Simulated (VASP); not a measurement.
# Rh (Im-3m) in VASP: further runs, part 2 of 2

VASP 6.6.1. Earlier steps stand in the parts before.

## (4) Single point, PBE (volume scaled by 0.55)

Input file INCAR:

```
ALGO     = Normal         # electronic algorithm
EDIFF    = 1E-6           # SCF threshold, eV
ENCUT    = 520            # plane-wave cutoff, eV
GGA      = PE             # functional
ISIF     = 2              # what is computed and relaxed
ISMEAR   = -1             # smearing method
LASPH    = T              # aspherical terms in the spheres
LCHARG   = F              # write CHGCAR
LREAL    = F              # projectors in reciprocal space
LWAVE    = F              # write WAVECAR
NBANDS   = 14             # bands
NELM     = 100            # most SCF steps
PREC     = Accurate       # precision mode
SIGMA    = 0.1            # smearing width, eV
```

Input file KPOINTS:

```
k-points
0
Gamma
  17 17 17
```

Input file POSCAR:

```
Rh
1.0
   -1.2584184723      1.2584184723      1.2584184723
    1.2584184723     -1.2584184723      1.2584184723
    1.2584184723      1.2584184723     -1.2584184723
Rh
1
Direct
    0.0000000000      0.0000000000      0.0000000000
```

Run with:

```
$ cat potpaw_PBE.64/Rh_pv/POTCAR > POTCAR
$ mpirun -np 1 vasp_std > vasp.out
```

It took 4 s on 1 thread of Intel Xeon 6975P-C (Granite Rapids), shared host; peak memory 0.13 GiB.

Results (log left out):

```
Free energy : -0.0421 eV
Pressure    : 599.9 GPa
```

Levels at points of the mesh, in eV from the Fermi level:
```
           k point  band 4  band 5  band 6  band 7  band 8  band 9  band 10  band 11
(0.00, 0.00, 0.00)  -11.39   -6.64   -6.64   -6.64   -1.47   -1.47    17.58    17.58
```

## (5) Single point, PBE (volume scaled by 0.65)

Input file INCAR:

```
SYSTEM = Rh
PREC     = Accurate       ! precision mode
ENCUT    = 520            ! plane-wave cutoff, eV
EDIFF    = 1E-7           ! SCF threshold, eV
ISMEAR   = -1             ! smearing method
SIGMA    = 0.1            ! smearing width, eV
LREAL    = .False.        ! projectors in reciprocal space
LASPH    = .True.         ! aspherical terms in the spheres
NELM     = 80             ! most SCF steps
ALGO     = Normal         ! electronic algorithm
ISIF     = 2              ! what is computed and relaxed
LWAVE    = .False.        ! write WAVECAR
LCHARG   = .False.        ! write CHGCAR
GGA      = PE             ! functional
NBANDS   = 14             ! bands
```

Input file KPOINTS:

```
Automatic mesh
0
Gamma
  17 17 17
  0 0 0
```

Input file POSCAR:

```
Rh
1.0
   -1.3304808879      1.3304808879      1.3304808879
    1.3304808879     -1.3304808879      1.3304808879
    1.3304808879      1.3304808879     -1.3304808879
Rh
1
Direct
    0.0000000000      0.0000000000      0.0000000000
```

Potentials or basis: VASP PAW PBE potentials, release 64 (Rh_pv).

Run with:

```
$ cat potpaw_PBE.64/Rh_pv/POTCAR > POTCAR
$ mpirun -np 1 vasp_std > vasp.out
```

OUTCAR:

```text
SYSTEM = Rh
   PREC = Accurate
   ENCUT = 520
   EDIFF = 1E-7
   ISMEAR = -1
   LREAL = .False.
   LASPH = .True.
   NELM = 80
   ISIF = 2
   GGA = PE

 ion  position               nearest neighbor table
   1  0.000  0.000  0.000-

  LATTYP: Found a body centered cubic cell.
 ALAT       =     2.6609617758

  Lattice vectors:

 A1 = (  -1.3304808879,   1.3304808879,   1.3304808879)
 A2 = (   1.3304808879,  -1.3304808879,   1.3304808879)
[... 587 lines left out ...]
     14      47.2893      0.00000

 [... further k-points ...]

------------------------ aborting loop because EDIFF is reached ----------------------------------------

  FORCE on cell =-STRESS in cart. coord.  units (eV):
  Direction    XX          YY          ZZ          XY          YZ          ZX
  --------------------------------------------------------------------------------------
  -------------------------------------------------------------------------------------
  Total       17.1425252     17.1425252     17.1425252      0.0000000      0.0000000      0.0000000
  in kB     2915.4088392   2915.4088392   2915.4088392      0.0000000      0.0000000      0.0000000
  external PRESSURE =    2915.4088392 kB  Pullay stress =       0.0000000 kB

 VOLUME and BASIS-vectors are now :
 -----------------------------------------------------------------------------
  energy-cutoff  :      520.00
  volume of cell :        9.42
      direct lattice vectors                 reciprocal lattice vectors
    -1.330480888  1.330480888  1.330480888     0.000000000  0.375803970  0.375803970
     1.330480888 -1.330480888  1.330480888     0.375803970  0.000000000  0.375803970
     1.330480888  1.330480888 -1.330480888     0.375803970  0.375803970  0.000000000

 POSITION                                       TOTAL-FORCE (eV/Angst)
 -----------------------------------------------------------------------------------
      0.00000      0.00000      0.00000         0.000000     -0.000000      0.000000
 -----------------------------------------------------------------------------------
    total drift:                                0.000000      0.000000      0.000000

  FREE ENERGIE OF THE ION-ELECTRON SYSTEM (eV)
  ---------------------------------------------------
  free  energy   TOTEN  =        -3.9078463965 eV

  energy  without entropy=       -3.8685899240  energy(sigma->0) =       -3.88821816
```

OSZICAR:

```text
N       E                     dE             d eps       ncg     rms          rms(c)
DAV:   1     0.118022176498E+03    0.11802E+03   -0.85133E+03  4670   0.123E+03
DAV:   2    -0.273055629111E+01   -0.12075E+03   -0.11526E+03  5202   0.353E+02
DAV:   3    -0.416702827225E+01   -0.14365E+01   -0.14345E+01  5214   0.413E+01
DAV:   4    -0.417058360394E+01   -0.35553E-02   -0.35553E-02  5088   0.212E+00
DAV:   5    -0.417060323697E+01   -0.19633E-04   -0.19634E-04  5196   0.137E-01    0.305E+01
DAV:   6    -0.396127662367E+01    0.20933E+00   -0.15735E-01  4740   0.596E+00    0.163E+01
DAV:   7    -0.391106539777E+01    0.50211E-01   -0.44530E-02  5040   0.298E+00    0.235E+00
DAV:   8    -0.390787585141E+01    0.31895E-02   -0.88700E-03  4698   0.142E+00    0.163E-01
DAV:   9    -0.390784619285E+01    0.29659E-04   -0.45926E-05  5190   0.950E-02    0.108E-02
DAV:  10    -0.390784512025E+01    0.10726E-05   -0.18033E-06  4860   0.174E-02    0.208E-03
DAV:  11    -0.390784648582E+01   -0.13656E-05   -0.81996E-08  3672   0.398E-03    0.620E-04
DAV:  12    -0.390784637677E+01    0.10905E-06   -0.93835E-09  2526   0.141E-03    0.257E-04
DAV:  13    -0.390784639655E+01   -0.19779E-07   -0.10751E-09  2370   0.464E-04
   1 F= -.39078464E+01 E0= -.38882182E+01  d E =-.392565E-01
```

stdout:

```text
POSCAR found type information on POSCAR Rh
 POSCAR found :  1 types and       1 ions
 scaLAPACK will be used
 LDA part: xc-table for (Slater+PW92), standard interpolation
 POSCAR, INCAR and KPOINTS ok, starting setup
 FFT: planning ... GRIDC
 FFT: planning ... GRID_SOFT
 FFT: planning ... GRID
 WAVECAR not read
 entering main loop
```

Wall time 8.3 s (1 thread of Intel Xeon 6975P-C (Granite Rapids), shared host); peak memory 0.13 GiB.

Results:

```yaml
Free_energy: -3.9078 eV
Pressure: 291.5 GPa
```

## (6) Single point, PBE (volume scaled by 0.75)

Input file INCAR:

```
  PREC = Accurate
  ENCUT = 520
  EDIFF = 1E-6
  ISMEAR = -1
  SIGMA = 0.1
  LREAL = F
  LASPH = T
  NELM = 100
  ALGO = Normal
  ISIF = 2
  LWAVE = F
  LCHARG = F
  GGA = PE
  NBANDS = 14
```

Input file KPOINTS:

```
regular mesh
0
Gamma
  17 17 17
```

Input file POSCAR:

```
Rh
1.0
   -1.3954831898      1.3954831898      1.3954831898
    1.3954831898     -1.3954831898      1.3954831898
    1.3954831898      1.3954831898     -1.3954831898
Rh
1
Direct
    0.0000000000      0.0000000000      0.0000000000
```

Potentials or basis: VASP PAW PBE potentials, release 64 (Rh_pv).

Run with:

```
$ cat potpaw_PBE.64/Rh_pv/POTCAR > POTCAR
$ mpirun -np 1 vasp_std > vasp.out
```

Wall time 7.6 s (1 thread of Intel Xeon 6975P-C (Granite Rapids), shared host); peak memory 0.13 GiB.

The run converged. Its results:

- Free energy: -5.7743 eV
- Pressure: 137.7 GPa

Levels at points of the mesh, in eV from the Fermi level:
| k point | band 6 | band 7 | band 8 | band 9 | band 10 | band 11 |
| --- | --- | --- | --- | --- | --- | --- |
| (0.00, 0.00, 0.00) | -4.23 | -4.23 | -0.76 | -0.76 | 18.55 | 18.55 |

## (7) Summary

| cell | gap on the mesh (eV) | pressure (GPa) |
| --- | --- | --- |
| a = 2.180 Å, angles 109.5°, 1 atom | none | 599.9 |
| a = 2.304 Å, angles 109.5°, 1 atom | none | 291.5 |
| a = 2.417 Å, angles 109.5°, 1 atom | none | 137.7 |

Alike in all rows: task single point; level PBE; potentials or basis VASP PAW PBE potentials, release 64 (Rh_pv); no spin polarisation; k mesh 17 × 17 × 17; cutoff (eV) 520; smearing fermi-dirac 0.1 eV.

Total energies depend on the potentials used, so only differences within one code and one set of settings carry meaning.
